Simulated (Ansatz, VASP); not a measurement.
# One calculation of MgSe5, two programs

```
Mg Se
1.0
     5.55092    0.00000    0.00000
    -2.77546    4.80724    0.00000
     0.00000    0.00000    5.29065
Mg Se
1 5
Direct
  0.00000 0.00000 0.00000
  0.50000 0.00000 0.50000
  0.50000 0.50000 0.50000
  0.00000 0.50000 0.50000
  0.33333 0.66667 0.00000
  0.66667 0.33333 0.00000
```

Change from the starting cell: species swapped into the GdRh5 type (P6/mmm, No. 191).

Alike in both runs: functional PBE; k mesh 6 × 6 × 8; occupations gaussian, width 0.1 eV; no spin polarisation.

Ansatz relaxed the structure, and its values are those at the end. VASP's run is a single point on that final structure, the one shown.

|  | VASP | Ansatz |
| --- | --- | --- |
| version | VASP 6.6.1 | Ansatz 0.2.0 |
| potentials or method | VASP PAW PBE potentials, release 64 (Mg, Se), cutoff 520 eV | scalar-relativistic, plane waves, PAW |
| valence electrons in the cell | 32 | 90 |

```tsv
	VASP	Ansatz	Ansatz less VASP
gap on the k mesh at the Fermi level (eV)	none	none	-
pressure (GPa)	0.0	0.0	+0.01
```

A gap of «none» marks a metal or a gap that the smearing closes. VASP's potentials hold 32 valence electrons a cell and Ansatz's 90, so a difference there can come from the potentials and not from the codes.
